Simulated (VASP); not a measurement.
A run of VASP 6.6.1:

The input INCAR:

```
SYSTEM = Cs
  ALGO = Normal
  EDIFF = 1E-7
  ENCUT = 520
  GGA = PE
  GGA_COMPAT = .False.
  ISIF = 2
  ISMEAR = -1
  LASPH = .True.
  LCHARG = .False.
  LORBIT = 11
  LORBMOM = .True.
  LREAL = .False.
  LSORBIT = .True.
  LWAVE = .False.
  MAGMOM = 0 0 0
  NBANDS = 20
  NELM = 150
  PREC = Accurate
  SIGMA = 0.05
```

The input KPOINTS:

```
k-points
0
Gamma
  9 9 9
  0 0 0
```

The input POSCAR:

```
Cs
1.0
   -3.0225000000      3.0225000000      3.0225000000
    3.0225000000     -3.0225000000      3.0225000000
    3.0225000000      3.0225000000     -3.0225000000
Cs
1
Direct
    0.0000000000      0.0000000000      0.0000000000
```

Potentials or basis: VASP PAW PBE potentials, release 64 (Cs_sv).

Launch:

```sh
$ cat potpaw_PBE.64/Cs_sv/POTCAR > POTCAR
$ mpirun -np 1 vasp_ncl > vasp.out
```

Hardware: 1 thread of Intel(R) Xeon(R) Platinum 8559C (Emerald Rapids) (shared host).

Question: How long does it take, and how much memory?

Answer: Wall time 120 s on 1 thread of Intel(R) Xeon(R) Platinum 8559C (Emerald Rapids), with other jobs on the host, peak memory 0.52 GiB. Counts: scf iterations 12, k points 35.
